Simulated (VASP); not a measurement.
# NaCl: single point with PBE

NaCl:

```
Cl Na
1.0
     3.50219    0.00000    0.00000
     0.00000    3.50219    0.00000
     0.00000    0.00000    3.50219
Cl Na
1 1
Direct
  0.50000 0.50000 0.50000
  0.00000 0.00000 0.00000
```

```yaml
Program: VASP 6.6.1
Task: single point
Functional: PBE
Potentials_or_basis: VASP PAW PBE potentials, release 64 (Cl, Na_pv)
Cutoff: 520 eV
k_mesh: 8 × 8 × 8
Occupations: gaussian, width 0.03 eV
Spin: no spin polarisation
```

```yaml
Pressure: 0.1 GPa
Band_gap_on_the_k_mesh: 3.98 eV (least direct gap 4.47 eV)
```

Levels at points of the mesh, in eV from the valence-band top:
| k point | band 4 | band 5 | band 6 | band 7 | band 8 | band 9 | band 10 | band 11 |
| --- | --- | --- | --- | --- | --- | --- | --- | --- |
| (0.00, 0.00, 0.00) | -13.38 | -0.49 | -0.49 | -0.49 | 3.98 | 8.58 | 8.58 | 15.69 |
| (0.50, 0.00, 0.00) | -13.02 | -2.94 | -0.26 | -0.26 | 6.92 | 8.56 | 10.51 | 11.84 |
| (0.50, 0.50, 0.00) | -12.75 | -2.26 | -2.26 | 0.00 | 5.54 | 9.88 | 11.03 | 11.03 |
| (0.50, 0.50, 0.50) | -12.48 | -1.84 | -1.84 | -1.84 | 7.12 | 7.12 | 7.12 | 11.65 |

Wall time 20 s on 1 thread of AMD EPYC 7R13, on a shared host, peak memory 0.13 GiB.

A k mesh can miss the band edges.
